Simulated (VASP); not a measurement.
The system is CdOs.

```
Cd Os
1.0
     3.22526    0.00000    0.00000
     0.00000    3.22526    0.00000
     0.00000    0.00000    3.22526
Cd Os
1 1
Cartesian
  0.0000 0.0000 0.0000
  1.6126 1.6126 1.6126
```

Base run:

```yaml
Program: VASP 6.6.1
Functional: PBE
Potentials_or_basis: VASP PAW PBE potentials, release 64 (Cd_sv_GW, Os_sv_GW)
Cutoff: 540 eV
k_mesh: 6 × 6 × 6
Occupations: gaussian, width 0.1 eV
Spin: no spin polarisation
```

Its results: band gap on the k mesh zero (band 18 reaches 10.52 eV, above the bottom of band 19 at 8.79 eV); pressure -2.3 GPa.

Task: The run is repeated on the same cell with these changes: potentials or basis from VASP PAW PBE potentials, release 64 (Cd_sv_GW, Os_sv_GW) to VASP PAW PBE potentials, release 64 (Cd, Os); cutoff from 540 eV to 520 eV; further incar settings from ALGO = Normal; EDIFF = 1e-06; NBANDS = 25 to ALGO = Normal; EDIFF = 1e-06; NBANDS = 17; valence electrons from 36 to 20. What comes out?

Result: Band gap on the k mesh zero (band 10 reaches 6.39 eV, above the bottom of band 11 at 4.67 eV); pressure 1.2 GPa.

Caveats: spin-orbit coupling is left out, which moves the levels of the heavy elements.
